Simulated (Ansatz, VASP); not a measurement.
**Two plane-wave programs on Ti**

```
Ti
1.0
     2.85084    0.00000    0.00000
    -1.42542    2.46890    0.00000
     0.00000    0.00000    4.51740
Ti
2
Cartesian
  0.0000 1.6459 1.1293
  1.4254 0.8230 3.3880
```

Change from the starting cell: volume scaled by 0.95, PAW files.

Alike in both runs: task single point; functional PBEsol; k mesh 17 × 17 × 9; occupations fermi-dirac, width 0.08 eV; no spin polarisation.

|  | VASP | Ansatz |
| --- | --- | --- |
| version | VASP 6.6.1 | Ansatz 0.2.0 |
| potentials or method | VASP PAW PBE potentials, release 64 (Ti_sv) | PAW with Ansatz's default frozen-core files, scalar-relativistic |
| plane-wave cutoff (eV) | 520 | 420 |
| valence electrons in the cell | 24 | 24 |

|  | VASP | Ansatz | Ansatz less VASP |
| --- | --- | --- | --- |
| pressure (GPa) | 6.3 | 6.7 | +0.34 |

VASP's potentials were made for PBE, not for PBEsol.
